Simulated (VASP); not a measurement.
# GaAs (F-43m) in VASP: G0W0 quasiparticle levels with PBE

Aim: the G0W0 quasiparticle levels of GaAs with PBE.

Everything below comes from runs of VASP 6.6.1. Logs are shortened: lines on timing, memory, paths and dates and some standing lists are left out, and cuts for length are marked.

### 1 The cell of the first run

Symmetry: F-43m, No. 216, cubic system. The conventional cell has a = 5.666 Å, b = 5.666 Å, c = 5.666 Å, α = 90.00°, β = 90.00°, γ = 90.00°. Ga (site symmetry -43m) has 4 As at 2.45 Å within 3.2 Å. Within 3.2 Å of As (site symmetry -43m) lie 4 Ga at 2.45 Å.

### 2 G0W0 quasiparticle levels, PBE

POSCAR

```
GaAs
1.0
    0.0000000000      2.8330850947      2.8330850947
    2.8330850947      0.0000000000      2.8330850947
    2.8330850947      2.8330850947      0.0000000000
Ga As
1 1
Direct
    0.0000000000      0.0000000000      0.0000000000
    0.2500000000      0.2500000000      0.2500000000
```

INCAR.step1

```
SYSTEM = GaAs
ALGO     = Normal         ! electronic algorithm
EDIFF    = 1E-8           ! SCF threshold, eV
ENCUT    = 500            ! plane-wave cutoff, eV
GGA      = PE             ! functional
ISMEAR   = 0              ! smearing method
LASPH    = .True.         ! aspherical terms in the spheres
LCHARG   = .False.        ! write CHGCAR
LREAL    = .False.        ! projectors in reciprocal space
LWAVE    = .True.         ! write WAVECAR
NELM     = 80             ! most SCF steps
PREC     = Accurate       ! precision mode
SIGMA    = 0.01           ! smearing width, eV
```

INCAR.step2

```
SYSTEM = GaAs
ALGO     = Exact          ! electronic algorithm
EDIFF    = 1E-8           ! SCF threshold, eV
ENCUT    = 500            ! plane-wave cutoff, eV
GGA      = PE             ! functional
ISMEAR   = 0              ! smearing method
ISTART   = 1            
LASPH    = .True.         ! aspherical terms in the spheres
LCHARG   = .False.        ! write CHGCAR
LOPTICS  = .True.         ! frequency-dependent dielectric function
LREAL    = .False.        ! projectors in reciprocal space
LWAVE    = .True.         ! write WAVECAR
NBANDS   = 69             ! bands
NELM     = 1              ! most SCF steps
PREC     = Accurate       ! precision mode
SIGMA    = 0.01           ! smearing width, eV
```

INCAR.step3

```
SYSTEM = GaAs
ALGO     = EVGW0          ! electronic algorithm
EDIFF    = 1E-8           ! SCF threshold, eV
ENCUT    = 500            ! plane-wave cutoff, eV
ENCUTGW  = 80.0           ! cutoff of the response function
GGA      = PE             ! functional
ISMEAR   = 0              ! smearing method
ISTART   = 1            
LASPH    = .True.         ! aspherical terms in the spheres
LCHARG   = .False.        ! write CHGCAR
LREAL    = .False.        ! projectors in reciprocal space
LWAVE    = .False.        ! write WAVECAR
NBANDS   = 69             ! bands
NBANDSGW = 17           
NELMGW   = 1            
NOMEGA   = 48             ! frequency points
PREC     = Accurate       ! precision mode
PRECFOCK = Fast         
SIGMA    = 0.01           ! smearing width, eV
```

KPOINTS

```
k-points
0
Gamma
  4 4 4
  0 0 0
```

Potentials or basis: VASP PAW PBE potentials, release 64 (Ga_d_GW, As_GW).

Launch:

```bash
> cat potpaw_PBE.64/Ga_d_GW/POTCAR potpaw_PBE.64/As_GW/POTCAR > POTCAR
> cp INCAR.step1 INCAR
> mpirun -np 1 vasp_std > vasp.out
> cp INCAR.step2 INCAR
> mpirun -np 1 vasp_std > vasp.out
> cp INCAR.step3 INCAR
> mpirun -np 1 vasp_std > vasp.out
```

OUTCAR:

```text
SYSTEM = GaAs
   EDIFF = 1E-8
   ENCUT = 500
   ENCUTGW = 80.0
   GGA = PE
   ISMEAR = 0
   ISTART = 1
   LASPH = .True.
   LREAL = .False.
   NELMGW = 1
   PREC = Accurate
   PRECFOCK = Fast

 ion  position               nearest neighbor table
   1  0.000  0.000  0.000-   2 2.45   2 2.45   2 2.45   2 2.45
   2  0.250  0.250  0.250-   1 2.45   1 2.45   1 2.45   1 2.45

  LATTYP: Found a face centered cubic cell.
 ALAT       =     5.6661701894

  Lattice vectors:

 A1 = (   0.0000000000,   2.8330850947,   2.8330850947)
 A2 = (   2.8330850947,   0.0000000000,   2.8330850947)
 A3 = (   2.8330850947,   2.8330850947,   0.0000000000)

Analysis of symmetry for initial positions (statically):
=====================================================================
 Subroutine PRICEL returns:
 Original cell was already a primitive cell.

 Routine SETGRP: Setting up the symmetry group for a
 face centered cubic supercell.

 Subroutine GETGRP returns: Found 24 space group operations
 (whereof 24 operations were pure point group operations)
 out of a pool of 48 trial point group operations.

The static configuration has the point symmetry T_d .

Analysis of symmetry for dynamics (positions and initial velocities):
=====================================================================
 Subroutine PRICEL returns:
 Original cell was already a primitive cell.

 Routine SETGRP: Setting up the symmetry group for a
 face centered cubic supercell.

 Subroutine GETGRP returns: Found 24 space group operations
 (whereof 24 operations were pure point group operations)
 out of a pool of 48 trial point group operations.

The dynamic configuration has the point symmetry T_d .

 Subroutine INISYM returns: Found 24 space group operations
 (whereof 24 operations are pure point group operations),
 and found     1 'primitive' translations

----------------------------------------------------------------------------------------

                                     Primitive cell

  volume of cell :      45.4788

  direct lattice vectors                    reciprocal lattice vectors
     0.000000000  2.833085095  2.833085095    -0.176486051  0.176486051  0.176486051
     2.833085095  0.000000000  2.833085095     0.176486051 -0.176486051  0.176486051
     2.833085095  2.833085095  0.000000000     0.176486051  0.176486051 -0.176486051

  length of vectors
     4.006587364  4.006587364  4.006587364     0.305682807  0.305682807  0.305682807

  position of ions in fractional coordinates (direct lattice)
     0.000000000  0.000000000  0.000000000
     0.250000000  0.250000000  0.250000000

  ion indices of the primitive-cell ions
   primitive index   ion index
                 1           1
                 2           2

----------------------------------------------------------------------------------------

 KPOINTS: k-points

Automatic generation of k-mesh.
 Grid dimensions read from file:
 generate k-points for:    4    4    4

 Generating k-lattice:

  Cartesian coordinates                     Fractional coordinates (reciprocal lattice)
    -0.044121513  0.044121513  0.044121513     0.250000000  0.000000000  0.000000000
     0.044121513 -0.044121513  0.044121513     0.000000000  0.250000000  0.000000000
     0.044121513  0.044121513 -0.044121513     0.000000000  0.000000000  0.250000000

  Length of vectors
     0.076420702  0.076420702  0.076420702

  Shift w.r.t. Gamma in fractional coordinates (k-lattice)
     0.000000000  0.000000000  0.000000000

 Subroutine IBZKPT returns following result:
 ===========================================

 Found      8 irreducible k-points:

 Following reciprocal coordinates:
            Coordinates               Weight
  0.000000  0.000000  0.000000      1.000000
  0.250000  0.000000  0.000000      8.000000
  0.500000  0.000000  0.000000      4.000000
  0.250000  0.250000  0.000000      6.000000
  0.500000  0.250000  0.000000     24.000000
 -0.250000  0.250000  0.000000     12.000000
  0.500000  0.500000  0.000000      3.000000
 -0.250000  0.500000  0.250000      6.000000
   k-points           NKPTS =      8   k-points in BZ     NKDIM =     64   number of bands    NBANDS=     69
   number of dos      NEDOS =    301   number of ions     NIONS =      2
   total plane-waves  NPLWV =  27000
   dimension x,y,z NGX =    30 NGY =   30 NGZ =   30
   dimension x,y,z NGXF=    60 NGYF=   60 NGZF=   60
   ions per type =               1   1
   NGX,Y,Z   is equivalent  to a cutoff of  12.45, 12.45, 12.45 a.u.
   NGXF,Y,Z  is equivalent  to a cutoff of  24.90, 24.90, 24.90 a.u.
 SYSTEM =  GaAs
   PREC   = accura    normal or accurate (medium, high low for compatibility)
   ISTART =      1    job   : 0-new  1-cont  2-samecut
   ICHARG =      0    charge: 1-file 2-atom 10-const
   ISPIN  =      1    spin polarized calculation?
   LNONCOLLINEAR =      F non collinear calculations
   LSORBIT =      F    spin-orbit coupling
   LASPH  =      T    aspherical Exc in radial PAW
   ENCUT  =  500.0 eV  36.75 Ry    6.06 a.u.   7.30  7.30  7.30*2*pi/ulx,y,z
   NELM   =     60;   NELMIN=  2; NELMDL=  0     # of ELM steps
   EDIFF  = 0.1E-07   stopping-criterion for ELM
   LREAL  =      F    real-space projection
   EDIFFG = 0.1E-06   stopping-criterion for IOM
   NSW    =      0    number of steps for IOM
   IBRION =     -1    ionic relax: 0-MD 1-quasi-New 2-CG
   NFREE  =      0    steps in history (QN), initial steepest desc. (CG)
   ISIF   =      0    stress and relaxation
   ISYM   =      3    0-nonsym 1-usesym 2-fastsym
   POTIM  = 0.5000    time-step for ionic-motion
   TEBEG  =    0.0;   TEEND  =   0.0 temperature during run
   PSTRESS=    0.0 pullay stress
   NELECT =      18.0000    total number of electrons
   NUPDOWN=      -1.0000    fix difference up-down
   EMIN   =  10.00;   EMAX   =-10.00  energy-range for DOS
   EFERMI =   0.00;   METHOD = LEGACY
   ISMEAR =     0;   SIGMA  =   0.01  broadening in eV -4-tet -1-fermi 0-gaus
   EFERMI_NEDOS =   21; number of points for ismear=-14 and -15
   IALGO  =     38    algorithm
   IMIX   =      4    mixing-type and parameters
     AMIX     =   0.40;   BMIX     =  1.00
     AMIX_MAG =   1.60;   BMIX_MAG =  1.00
  volume/ion in A,a.u.               =      22.74       153.45
  Fermi-wavevector in a.u.,A,eV,Ry     =   1.201977  2.271407 19.656990  1.444748
  Thomas-Fermi vector in A             =   2.337771
   LORBIT       =      0    0 simple, 1 ext, 2 COOP (PROOUT), +10 PAW based schemes
   GGA     = PE    functional components
   LHFCALC =     T    Hartree Fock is set to
   PRECFOCK=fast      Normal, Fast or Accurate (Low or Medium for compatibility)
   ENCUT4O =  -1.0   cutoff for four orbital integrals eV
   NKREDX  =     1    reduce k-point grid by
   NKREDY  =     1    reduce k-point grid by
   NKREDZ  =     1    reduce k-point grid by
   AEXX    =    1.0000 exact exchange contribution
   HFSCREEN=    0.0000 screening length (either q_TF or 0.3 A-1)
   HFSCREENC=   0.0000 screening length for correlation (either q_TF or 0.3 A-1)
   ENCUTFOCK=  -1.0 apply spherical cutoff to Coloumb kernel
   IVDW    =     0    specifies the selected vdW correction
   LEPSILON=     F    determine dielectric tensor
   LRPA    =     F    only Hartree local field effects (RPA)
   LRPAFORCE           =     F    calculate RPA forces
   ENCUTGW             =  80.0    cutoff for response function in eV
   ENCUTGWSOFT         =  64.0    soft cutoff for Coulomb kernel in GW response function in eV
   ENCUTLF             =  -1.0    cutoff for local field effects
   NELMGW              =     1    number of iterations in solving QP/BSE equation
   NELMHF              =     1    number of iterations in the inner HF iteration
   NKREDLFX            =     1    NKREDLFY  =   1   NKREDLFZ  =   1
 non-spin polarized calculation
 Gauss-broadening in eV      SIGMA  =   0.01
  energy-cutoff  :      500.00
  volume of cell :       45.48
 maximum number of plane-waves:      1174
 NGX is ok and might be reduce to    30
  NGX = 18; NGY = 18; NGZ = 18
   NGX = 15   NGY = 15   NGZ = 15
 maximum number of plane-waves:        80
 NGX is ok and might be reduce to    14

 QP shifts <psi_nk| G(iteration)W_0 |psi_nk>: iteration 1
 for sc-GW calculations column KS-energies equals QP-energies in previous step
 and V_xc(KS)=  KS-energies - (<T + V_ion + V_H > + <T+V_H+V_ion>^1  + <V_x>^1)

 k-point   1 :       0.0000    0.0000    0.0000
  band No.  KS-energies  QP-energies   sigma(KS)   V_xc(KS)     V^pw_x(r,r')   Z            occupation Imag(sigma)

      1     -11.0129     -13.9227     -26.0159     -21.7135     -35.0689       0.6763       2.0000       0.2972
      2     -11.0129     -13.9227     -26.0159     -21.7135     -35.0689       0.6763       2.0000       0.2972
      3     -11.0129     -13.9227     -26.0159     -21.7135     -35.0689       0.6763       2.0000       0.2972
      4     -10.9369     -13.8702     -26.1422     -21.8123     -35.1674       0.6774       2.0000       0.2658
      5     -10.9369     -13.8702     -26.1422     -21.8123     -35.1674       0.6774       2.0000       0.2658
      6      -8.8466      -9.0902     -11.5083     -11.1257     -18.0789       0.6367       2.0000       1.0002
[... 9 lines left out ...]
     16      13.8927      13.9655      -9.6924      -9.7894      -4.4837       0.7503       0.0000      -0.3412
     17      15.3359      15.2455      -7.8002      -7.6797      -2.2097       0.7504       0.0000      -0.4494

 k-point   2 :       0.2500    0.0000    0.0000
  band No.  KS-energies  QP-energies   sigma(KS)   V_xc(KS)     V^pw_x(r,r')   Z            occupation Imag(sigma)

      1     -11.0534     -13.8977     -25.7120     -21.4982     -34.7432       0.6750       2.0000       0.3123
      2     -11.0021     -13.9174     -26.0424     -21.7352     -35.0963       0.6768       2.0000       0.2957
      3     -11.0021     -13.9174     -26.0424     -21.7352     -35.0963       0.6768       2.0000       0.2957
      4     -10.9365     -13.8752     -26.1419     -21.8131     -35.1700       0.6789       2.0000       0.2660
      5     -10.9365     -13.8752     -26.1419     -21.8131     -35.1700       0.6789       2.0000       0.2660
      6      -8.1606      -8.4497     -11.9297     -11.4905     -18.2864       0.6582       2.0000       0.9546
[... 9 lines left out ...]
     16      12.8140      12.8030      -9.0548      -9.0403      -3.9638       0.7560       0.0000      -0.3039
     17      15.7054      15.7912      -8.5418      -8.6561      -2.8176       0.7508       0.0000      -0.5310

 k-point   3 :       0.5000    0.0000    0.0000
  band No.  KS-energies  QP-energies   sigma(KS)   V_xc(KS)     V^pw_x(r,r')   Z            occupation Imag(sigma)
[... 85 lines left out ...]
      1     -11.1193     -13.9058     -25.4735     -21.3303     -34.4973       0.6726       2.0000       0.3251
      2     -10.9650     -13.9077     -26.1431     -21.8165     -35.2034       0.6801       2.0000       0.2915
      3     -10.9650     -13.9077     -26.1431     -21.8165     -35.2034       0.6801       2.0000       0.2915
      4     -10.9617     -13.8731     -26.0484     -21.7377     -35.0675       0.6754       2.0000       0.2705
      5     -10.9245     -13.8700     -26.1656     -21.8384     -35.2039       0.6807       2.0000       0.2654
      6      -6.3604      -6.6085     -12.6883     -12.3267     -18.4557       0.6861       2.0000       0.7698
[... 9 lines left out ...]
     16      17.1100      17.1884      -9.7615      -9.8664      -4.0735       0.7476       0.0000      -0.6078
     17      17.1100      17.1884      -9.7615      -9.8664      -4.0735       0.7476       0.0000      -0.6078

 k-point   8 :      -0.2500    0.5000    0.2500
  band No.  KS-energies  QP-energies   sigma(KS)   V_xc(KS)     V^pw_x(r,r')   Z            occupation Imag(sigma)

      1     -11.1063     -13.8898     -25.4811     -21.3421     -34.5087       0.6725       2.0000       0.3266
      2     -10.9828     -13.9170     -26.0984     -21.7766     -35.1519       0.6789       2.0000       0.2897
      3     -10.9696     -13.8988     -26.1058     -21.7885     -35.1609       0.6785       2.0000       0.2900
      4     -10.9472     -13.8792     -26.1191     -21.7933     -35.1477       0.6778       2.0000       0.2683
      5     -10.9327     -13.8679     -26.1416     -21.8166     -35.1745       0.6787       2.0000       0.2657
      6      -6.3037      -6.5551     -12.8068     -12.4411     -18.5787       0.6873       2.0000       0.7579
[... 9 lines left out ...]
     16      17.0678      17.2010      -9.2918      -9.4699      -3.3931       0.7481       0.0000      -0.6690
     17      17.4175      17.6798      -9.6259      -9.9797      -3.5746       0.7413       0.0000      -0.6722
```

Run time: 3.9 min. Hardware: 1 thread of Intel Xeon 8259CL, shared host; peak memory 0.44 GiB.

What came out:

* Band gap on the k mesh, mean-field level: 0.45 eV, direct
* Quasiparticle gap: 1.35 eV
* Least direct quasiparticle gap: 1.35 eV

Caveat: the k points lie up to 0.48 Å⁻¹ apart; bands, screening cutoff and mesh are small and nothing is extrapolated, so the quasiparticle values aren't converged.
